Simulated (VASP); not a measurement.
## Be3N2: single point with LDA

Be3N2:

```xyz
5
Lattice="1.3754 0.7941 5.1855 -1.3754 0.7941 5.1855 0.0000 -1.5882 5.1855" Properties=species:S:1:pos:R:3 pbc="T T T"
Be    0.0000    0.0000   13.3629
Be    0.0000    0.0000    4.9422
Be    0.0000    0.0000    1.3815
N     0.0000    0.0000    3.1760
N     0.0000    0.0000   11.0207
```

This cell differs from its parent crystal: ratio of the length along z to the lengths across it x 1.1, volume and fractional coordinates fixed.

| Property | Result |
| --- | --- |
| Program | VASP 6.6.1 |
| Task | single point |
| Functional | LDA |
| Potentials or basis | VASP PAW LDA potentials, release 64 (Be, N) |
| Cutoff | 520 eV |
| k mesh | 12 × 12 × 12 |
| Occupations | gaussian, width 0.05 eV |
| Spin | no spin polarisation |
| Dipole correction | no |
| Further INCAR settings | ALGO = Normal; EDIFF = 1e-06; NBANDS = 16 |

| Quantity | Value |
| --- | --- |
| Pressure | -3.3 GPa |
| Largest force | 0.699 eV/Å |
| Band gap on the k mesh | 2.23 eV, indirect (least direct gap 3.87 eV) |

Forces in eV/Å, atoms in the order of the input:
```
Be   0.000  0.000  0.699
Be   0.000  0.000 -0.051
Be   0.000  0.000 -0.101
N    0.000  0.000 -0.222
N    0.000  0.000 -0.325
```

Stress tensor (GPa, compression positive):
```
  9.81   0.00   0.00
  0.00   9.81   0.00
  0.00   0.00 -29.64
```

Levels at points of the mesh, in eV from the valence-band top:
```tsv
k point	band 5	band 6	band 7	band 8	band 9	band 10	band 11	band 12
(0.00, 0.00, 0.00)	-0.99	-0.99	0.00	0.00	4.58	8.12	8.81	8.81
(0.50, 0.00, 0.00)	-3.99	-3.38	-3.02	-2.12	5.15	5.76	9.42	9.64
(0.50, 0.50, 0.00)	-3.85	-3.34	-1.76	-1.64	2.23	6.72	8.72	9.39
(0.50, 0.50, 0.50)	-0.86	-0.86	-0.19	-0.19	7.66	7.80	9.25	9.32
```

It took 110 s on 1 thread of AMD EPYC 9R45 96-Core Processor (Zen 5), with other jobs on the host, peak memory 0.21 GiB.

 A k mesh can miss the band edges.
